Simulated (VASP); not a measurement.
# Br (Im-3m) in VASP: a series of runs

Runs on Br. Level: LDA. Tasks: single point.

Program: VASP 6.6.1. These are calculated values, not measurements. Logs are shortened: lines on timing, memory, paths and dates and some standing lists are left out, and cuts for length are marked.

### 1 The cell of the first run

It takes space group Im-3m (No. 229, cubic). The conventional cell has a = 3.047 Å, b = 3.047 Å, c = 3.047 Å, α = 90.00°, β = 90.00°, γ = 90.00°. Within 3.5 Å of Br (site symmetry m-3m) lie 14 Br at 2.64 to 3.05 Å.

### 2 Single point, LDA

Contents of INCAR:

```
SYSTEM = Br
ALGO = Normal
EDIFF = 1E-6
ENCUT = 500
GGA = CA
GGA_COMPAT = .FALSE.
ISIF = 2
ISMEAR = -1
LASPH = .TRUE.
LCHARG = .FALSE.
LREAL = .FALSE.
LWAVE = .FALSE.
NBANDS = 10
NELM = 120
PREC = Accurate
SIGMA = 0.1
```

Contents of KPOINTS:

```
k-points
0
G
  17 17 17
  0 0 0
```

Contents of POSCAR:

```
Br
1.0
   -1.5236023293      1.5236023293      1.5236023293
    1.5236023293     -1.5236023293      1.5236023293
    1.5236023293      1.5236023293     -1.5236023293
Br
1
Direct
    0.0000000000      0.0000000000      0.0000000000
```

Potentials or basis: VASP PAW LDA potentials, release 64 (Br).

On the command line:

```console
$ cat potpaw_LDA.64/Br/POTCAR > POTCAR
$ mpirun -np 1 vasp_std > vasp.out
```

OUTCAR:

```text
SYSTEM = Br
   EDIFF = 1E-6
   ENCUT = 500
   GGA = CA
   ISIF = 2
   ISMEAR = -1
   LASPH = .TRUE.
   LREAL = .FALSE.
   NELM = 120
   PREC = Accurate

 ion  position               nearest neighbor table
   1  0.000  0.000  0.000-

  LATTYP: Found a body centered cubic cell.
 ALAT       =     3.0472046586

  Lattice vectors:

 A1 = (  -1.5236023293,   1.5236023293,   1.5236023293)
 A2 = (   1.5236023293,  -1.5236023293,   1.5236023293)
 A3 = (   1.5236023293,   1.5236023293,  -1.5236023293)

Analysis of symmetry for initial positions (statically):
=====================================================================
 Subroutine PRICEL returns:
 Original cell was already a primitive cell.

 Routine SETGRP: Setting up the symmetry group for a
 body centered cubic supercell.

 Subroutine GETGRP returns: Found 48 space group operations
 (whereof 48 operations were pure point group operations)
 out of a pool of 48 trial point group operations.

The static configuration has the point symmetry O_h .

Analysis of symmetry for dynamics (positions and initial velocities):
=====================================================================
 Subroutine PRICEL returns:
 Original cell was already a primitive cell.

 Routine SETGRP: Setting up the symmetry group for a
 body centered cubic supercell.

 Subroutine GETGRP returns: Found 48 space group operations
 (whereof 48 operations were pure point group operations)
 out of a pool of 48 trial point group operations.

The dynamic configuration has the point symmetry O_h .

 Subroutine INISYM returns: Found 48 space group operations
 (whereof 48 operations are pure point group operations),
 and found     1 'primitive' translations

----------------------------------------------------------------------------------------

                                     Primitive cell

  volume of cell :      14.1473

  direct lattice vectors                    reciprocal lattice vectors
    -1.523602329  1.523602329  1.523602329     0.000000000  0.328169622  0.328169622
     1.523602329 -1.523602329  1.523602329     0.328169622  0.000000000  0.328169622
     1.523602329  1.523602329 -1.523602329     0.328169622  0.328169622  0.000000000

  length of vectors
     2.638956645  2.638956645  2.638956645     0.464101930  0.464101930  0.464101930

  position of ions in fractional coordinates (direct lattice)
     0.000000000  0.000000000  0.000000000

  ion indices of the primitive-cell ions
   primitive index   ion index
                 1           1

----------------------------------------------------------------------------------------

 KPOINTS: k-points

Automatic generation of k-mesh.
 Grid dimensions read from file:
 generate k-points for:   17   17   17

 Generating k-lattice:

  Cartesian coordinates                     Fractional coordinates (reciprocal lattice)
     0.000000000  0.019304095  0.019304095     0.058823529  0.000000000  0.000000000
     0.019304095  0.000000000  0.019304095     0.000000000  0.058823529  0.000000000
     0.019304095  0.019304095  0.000000000     0.000000000  0.000000000  0.058823529

  Length of vectors
     0.027300114  0.027300114  0.027300114

  Shift w.r.t. Gamma in fractional coordinates (k-lattice)
     0.000000000  0.000000000  0.000000000

 Subroutine IBZKPT returns following result:
 ===========================================

 Found    165 irreducible k-points:

 Following reciprocal coordinates:
            Coordinates               Weight
  0.000000  0.000000  0.000000      1.000000
  0.058824  0.000000  0.000000     12.000000
  0.117647  0.000000  0.000000     12.000000
  0.176471  0.000000  0.000000     12.000000
  0.235294  0.000000  0.000000     12.000000
  0.294118  0.000000  0.000000     12.000000
[... 16 lines left out ...]
  0.411765  0.117647  0.000000     48.000000
  0.176471  0.176471  0.000000     24.000000
 [... further k-points ...]
   k-points           NKPTS =    165   k-points in BZ     NKDIM =    165   number of bands    NBANDS=     10
   number of dos      NEDOS =    301   number of ions     NIONS =      1
   total plane-waves  NPLWV =   8000
   dimension x,y,z NGX =    20 NGY =   20 NGZ =   20
   dimension x,y,z NGXF=    40 NGYF=   40 NGZF=   40
   ions per type =               1
   NGX,Y,Z   is equivalent  to a cutoff of  12.60, 12.60, 12.60 a.u.
   NGXF,Y,Z  is equivalent  to a cutoff of  25.20, 25.20, 25.20 a.u.
 SYSTEM =  Br
   PREC   = accura    normal or accurate (medium, high low for compatibility)
   ISTART =      0    job   : 0-new  1-cont  2-samecut
   ICHARG =      2    charge: 1-file 2-atom 10-const
   ISPIN  =      1    spin polarized calculation?
   LNONCOLLINEAR =      F non collinear calculations
   LSORBIT =      F    spin-orbit coupling
   LASPH  =      T    aspherical Exc in radial PAW
   ENCUT  =  500.0 eV  36.75 Ry    6.06 a.u.   4.81  4.81  4.81*2*pi/ulx,y,z
   NELM   =    120;   NELMIN=  2; NELMDL= -5     # of ELM steps
   EDIFF  = 0.1E-05   stopping-criterion for ELM
   LREAL  =      F    real-space projection
   EDIFFG = 0.1E-04   stopping-criterion for IOM
   NSW    =      0    number of steps for IOM
   IBRION =     -1    ionic relax: 0-MD 1-quasi-New 2-CG
   NFREE  =      0    steps in history (QN), initial steepest desc. (CG)
   ISIF   =      2    stress and relaxation
   ISYM   =      2    0-nonsym 1-usesym 2-fastsym
   POTIM  = 0.5000    time-step for ionic-motion
   TEBEG  =    0.0;   TEEND  =   0.0 temperature during run
   PSTRESS=    0.0 pullay stress
   NELECT =       7.0000    total number of electrons
   NUPDOWN=      -1.0000    fix difference up-down
   EMIN   =  10.00;   EMAX   =-10.00  energy-range for DOS
   EFERMI =   0.00;   METHOD = LEGACY
   ISMEAR =    -1;   SIGMA  =   0.10  broadening in eV -4-tet -1-fermi 0-gaus
   EFERMI_NEDOS =   21; number of points for ismear=-14 and -15
   IALGO  =     38    algorithm
   IMIX   =      4    mixing-type and parameters
     AMIX     =   0.40;   BMIX     =  1.00
     AMIX_MAG =   1.60;   BMIX_MAG =  1.00
  volume/ion in A,a.u.               =      14.15        95.47
  Fermi-wavevector in a.u.,A,eV,Ry     =   1.294839  2.446892 22.811649  1.676609
  Thomas-Fermi vector in A             =   2.426397
   LORBIT       =      0    0 simple, 1 ext, 2 COOP (PROOUT), +10 PAW based schemes
   GGA     = CA    functional components
   LHFCALC =     F    Hartree Fock is set to
   AEXX    =    0.0000 exact exchange contribution
   IVDW    =     0    specifies the selected vdW correction
   LEPSILON=     F    determine dielectric tensor
   LRPA    =     F    only Hartree local field effects (RPA)
 non-spin polarized calculation
  energy-cutoff  :      500.00
  volume of cell :       14.15
 maximum number of plane-waves:       370
   NGX =  9   NGY =  9   NGZ =  9

 number of electron       7.0000002 magnetization

 Free energy of the ion-electron system (eV)
  ---------------------------------------------------
  ext. energy  EPLUGINS =         0.00000000
  ---------------------------------------------------
  free energy    TOTEN  =        -0.24184690 eV

  energy without entropy =       -0.21727921  energy(sigma->0) =       -0.22956305

 E-fermi :  11.0070     XC(G=0): -12.5931

 val. band max:       10.9633150881   @ k =   0.2353   0.2353   0.0000
 cond. band min:      11.0139246137   @ k =  -0.3529  -0.4706   0.1176
 fundamental gap:      0.0506095256
 Fermi energy:        11.0069930386

 k-point     1 :       0.0000    0.0000    0.0000
  band No.  band energies     occupation
      1     -10.8342      2.00000
      2      13.4750      0.00000
      3      13.4750      0.00000
      4      13.4750      0.00000
      5      23.7458      0.00000
      6      23.7458      0.00000
      7      23.7458      0.00000
      8      25.2339      0.00000
      9      27.5277      0.00000
     10      27.5277      0.00000

 k-point     2 :       0.0588    0.0000    0.0000
  band No.  band energies     occupation
      1     -10.7345      2.00000
      2      12.8618      0.00000
      3      13.2371      0.00000
      4      13.4306      0.00000
      5      23.3294      0.00000
      6      23.5240      0.00000
      7      24.1825      0.00000
      8      25.6951      0.00000
      9      26.5249      0.00000
     10      27.1386      0.00000

 k-point     3 :       0.1176    0.0000    0.0000
  band No.  band energies     occupation
      1     -10.4368      2.00000
      2      11.3136      0.08902
      3      12.6326      0.00000
      4      13.3021      0.00000
      5      22.4196      0.00000
      6      22.4994      0.00000
      7      25.3833      0.00000
      8      26.0683      0.00000
      9      26.6389      0.00000
     10      27.0799      0.00000

 k-point     4 :       0.1765    0.0000    0.0000
  band No.  band energies     occupation
      1      -9.9457      2.00000
      2       9.3010      2.00000
      3      11.8663      0.00037
      4      13.1044      0.00000
      5      21.1523      0.00000
      6      21.4234      0.00000
      7      26.3345      0.00000
      8      26.4238      0.00000
      9      27.1412      0.00000
     10      28.9981      0.00000
[... 222 lines left out ...]
 k-point    22 :       0.3529    0.1176    0.0000
  band No.  band energies     occupation
      1      -6.2786      2.00000
      2       1.5812      2.00000
      3       8.0177      2.00000
      4      11.2859      0.11589
      5      18.7350      0.00000
      6      20.8432      0.00000
      7      26.9114      0.00000
      8      30.9376      0.00000
      9      32.9300      0.00000
     10      35.1117      0.00000

 k-point    23 :       0.4118    0.1176    0.0000
  band No.  band energies     occupation
      1      -5.6006      2.00000
      2       0.5719      2.00000
      3       7.7903      2.00000
      4      11.1730      0.31944
      5      18.5292      0.00000
      6      20.7543      0.00000
      7      27.9975      0.00000
      8      29.6820      0.00000
      9      33.9985      0.00000
     10      35.9512      0.00000

 k-point    24 :       0.1765    0.1765    0.0000
  band No.  band energies     occupation
      1      -8.2482      2.00000
      2       5.5206      2.00000
      3       8.7168      2.00000
      4      11.6865      0.00224
      5      20.1714      0.00000
      6      21.6614      0.00000
      7      26.1859      0.00000
      8      27.2163      0.00000
      9      31.2537      0.00000
     10      34.4919      0.00000

 [... further k-points ...]

------------------------ aborting loop because EDIFF is reached ----------------------------------------

  FORCE on cell =-STRESS in cart. coord.  units (eV):
  Direction    XX          YY          ZZ          XY          YZ          ZX
  --------------------------------------------------------------------------------------
  -------------------------------------------------------------------------------------
  Total        7.0296795      7.0296795      7.0296795      0.0000000      0.0000000     -0.0000000
  in kB      796.1066110    796.1066110    796.1066110      0.0000000      0.0000000     -0.0000000
  external PRESSURE =     796.1066110 kB  Pullay stress =       0.0000000 kB

 VOLUME and BASIS-vectors are now :
 -----------------------------------------------------------------------------
  energy-cutoff  :      500.00
  volume of cell :       14.15
      direct lattice vectors                 reciprocal lattice vectors
    -1.523602329  1.523602329  1.523602329     0.000000000  0.328169622  0.328169622
     1.523602329 -1.523602329  1.523602329     0.328169622  0.000000000  0.328169622
     1.523602329  1.523602329 -1.523602329     0.328169622  0.328169622  0.000000000

 POSITION                                       TOTAL-FORCE (eV/Angst)
 -----------------------------------------------------------------------------------
      0.00000      0.00000      0.00000         0.000000      0.000000      0.000000
 -----------------------------------------------------------------------------------
    total drift:                                0.000000     -0.000000     -0.000000

  FREE ENERGIE OF THE ION-ELECTRON SYSTEM (eV)
  ---------------------------------------------------
  free  energy   TOTEN  =        -0.2418468990 eV

  energy  without entropy=       -0.2172792103  energy(sigma->0) =       -0.22956305
```

Wall time 13 s (1 thread of Intel Xeon Platinum 8259CL at 2.50GHz (Skylake/Cascade Lake), shared host); peak memory 0.13 GiB.

Results:

| Item | Value |
| --- | --- |
| Free energy | -0.2418 eV |
| Pressure | 79.6 GPa |

Caveat: an odd number of electrons without spin polarisation forces a metal; a magnetic or distorted state may lie lower.

### 3 Single point, LDA

Contents of INCAR:

```
  PREC = Accurate
  ENCUT = 500
  EDIFF = 1E-6
  ISMEAR = -1
  SIGMA = 0.1
  LREAL = False
  LASPH = True
  NELM = 120
  ALGO = Normal
  ISIF = 2
  LWAVE = False
  LCHARG = False
  NBANDS = 10
  GGA_COMPAT = False
```

Contents of KPOINTS:

```
Automatic mesh
0
Gamma
  17 17 17
```

Contents of POSCAR:

```
Br
1.0
   -1.5235143706      1.5235143706      1.5235143706
    1.5235143706     -1.5235143706      1.5235143706
    1.5235143706      1.5235143706     -1.5235143706
Br
1
Direct
    0.0000000000      0.0000000000      0.0000000000
```

Potentials or basis: VASP PAW LDA potentials, release 64 (Br).

On the command line:

```console
$ cat potpaw_LDA.64/Br/POTCAR > POTCAR
$ mpirun -np 1 vasp_std > vasp.out
```

OUTCAR:

```text
PREC = Accurate
   ENCUT = 500
   EDIFF = 1E-6
   ISMEAR = -1
   LREAL = False
   LASPH = True
   NELM = 120
   ISIF = 2

 ion  position               nearest neighbor table
   1  0.000  0.000  0.000-

  LATTYP: Found a body centered cubic cell.
 ALAT       =     3.0470287412

  Lattice vectors:

 A1 = (  -1.5235143706,   1.5235143706,   1.5235143706)
 A2 = (   1.5235143706,  -1.5235143706,   1.5235143706)
[... 489 lines left out ...]
      9      31.2583      0.00000
     10      34.4975      0.00000

 [... further k-points ...]

------------------------ aborting loop because EDIFF is reached ----------------------------------------

  FORCE on cell =-STRESS in cart. coord.  units (eV):
  Direction    XX          YY          ZZ          XY          YZ          ZX
  --------------------------------------------------------------------------------------
  -------------------------------------------------------------------------------------
  Total        7.0336735      7.0336735      7.0336735     -0.0000000      0.0000000     -0.0000000
  in kB      796.6969021    796.6969021    796.6969021     -0.0000000      0.0000000     -0.0000000
  external PRESSURE =     796.6969021 kB  Pullay stress =       0.0000000 kB

 VOLUME and BASIS-vectors are now :
 -----------------------------------------------------------------------------
  energy-cutoff  :      500.00
  volume of cell :       14.14
      direct lattice vectors                 reciprocal lattice vectors
    -1.523514371  1.523514371  1.523514371     0.000000000  0.328188568  0.328188568
     1.523514371 -1.523514371  1.523514371     0.328188568  0.000000000  0.328188568
     1.523514371  1.523514371 -1.523514371     0.328188568  0.328188568  0.000000000

 POSITION                                       TOTAL-FORCE (eV/Angst)
 -----------------------------------------------------------------------------------
      0.00000      0.00000      0.00000         0.000000      0.000000      0.000000
 -----------------------------------------------------------------------------------
    total drift:                                0.000000      0.000000     -0.000000

  FREE ENERGIE OF THE ION-ELECTRON SYSTEM (eV)
  ---------------------------------------------------
  free  energy   TOTEN  =        -0.2406287515 eV

  energy  without entropy=       -0.2160661441  energy(sigma->0) =       -0.22834745
```

OSZICAR:

```text
N       E                     dE             d eps       ncg     rms          rms(c)
DAV:   1     0.177422205255E+02    0.17742E+02   -0.33288E+03  3324   0.560E+02
DAV:   2     0.185281108736E+00   -0.17557E+02   -0.16937E+02  4458   0.103E+02
DAV:   3    -0.253248169035E+00   -0.43853E+00   -0.43547E+00  4012   0.134E+01
DAV:   4    -0.253916703768E+00   -0.66853E-03   -0.66848E-03  3940   0.614E-01
DAV:   5    -0.253917379506E+00   -0.67574E-06   -0.67567E-06  3880   0.192E-02    0.170E+01
DAV:   6    -0.244010268464E+00    0.99071E-02   -0.68761E-03  3732   0.440E-01    0.102E+01
DAV:   7    -0.240808916899E+00    0.32014E-02   -0.96846E-03  3696   0.529E-01    0.150E-01
DAV:   8    -0.240629305696E+00    0.17961E-03   -0.46046E-04  3566   0.124E-01    0.188E-02
DAV:   9    -0.240628754424E+00    0.55127E-06   -0.11929E-05  4068   0.232E-02    0.121E-02
DAV:  10    -0.240628751477E+00    0.29473E-08   -0.19360E-07  2038   0.277E-03
   1 F= -.24062875E+00 E0= -.22834745E+00  d E =-.245626E-01
```

Wall time 16 s (1 thread of Intel Xeon Platinum 8259CL at 2.50GHz (Skylake/Cascade Lake), shared host); peak memory 0.13 GiB.

Results:

```
Free energy : -0.2406 eV
Pressure    : 79.7 GPa
```

Levels at points of the mesh, in eV from the Fermi level:
| k point | band 2 | band 3 | band 4 | band 5 | band 6 | band 7 |
| --- | --- | --- | --- | --- | --- | --- |
| (0.00, 0.00, 0.00) | 2.47 | 2.47 | 2.47 | 12.74 | 12.74 | 12.74 |

Caveat: an odd number of electrons without spin polarisation forces a metal; a magnetic or distorted state may lie lower.
